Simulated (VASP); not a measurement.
Input of a VASP 6.6.1 run:

Contents of INCAR:

```
SYSTEM = MnO2
ALGO = Normal
EDIFF = 1E-6
ENCUT = 520
GGA = PE
ISIF = 2
ISMEAR = 0
ISPIN = 2
IVDW = 12
LASPH = .True.
LCHARG = .False.
LDAU = .True.
LDAUJ = 0 0
LDAUL = 2 -1
LDAUPRINT = 1
LDAUTYPE = 2
LDAUU = 3.9 0
LMAXMIX = 4
LORBIT = 11
LREAL = .False.
LWAVE = .False.
MAGMOM = 3.01 3.01 -0.08 -0.08 -0.08 -0.08
NBANDS = 38
NELM = 150
PREC = Accurate
SIGMA = 0.05
```

KPOINTS

```
k-points
0
Gamma
  6 6 8
  0 0 0
```

The input POSCAR:

```
MnO2
1.0
    4.4327138399      0.0000000000      0.0000000000
    0.0000000000      4.4327138399      0.0000000000
    0.0000000000      0.0000000000      2.9305703676
Mn O
2 4
Direct
    0.0000000000      0.0000000000      0.0000000000
    0.5000000000      0.5000000000      0.5000000000
    0.3058679518      0.3058679518      0.0000000000
    0.1941320482      0.8058679518      0.5000000000
    0.6941320482      0.6941320482      0.0000000000
    0.8058679518      0.1941320482      0.5000000000
```

Potentials or basis: VASP PAW PBE potentials, release 64 (Mn_pv, O).

Run with:

```sh
$ cat potpaw_PBE.64/Mn_pv/POTCAR potpaw_PBE.64/O/POTCAR > POTCAR
$ mpirun -np 1 vasp_std > vasp.out
```

Question: Predict the largest force.

Answer: 0.029 eV/Å.

Question: Estimate the site moments.

Answer: Mn +3.09; O -0.06 μB.

Eigenvalues of the final occupation matrices:
| site | spin | trace | eigenvalues |
| --- | --- | --- | --- |
| site 1 d | 1 | 3.93 | 0.52 0.53 0.95 0.96 0.97 |
| site 1 d | 2 | 0.89 | 0.06 0.10 0.11 0.30 0.32 |
| site 2 d | 1 | 3.93 | 0.52 0.53 0.95 0.96 0.97 |
| site 2 d | 2 | 0.89 | 0.06 0.10 0.11 0.30 0.32 |

 The state reached can hang on the start; a lower one may exist.
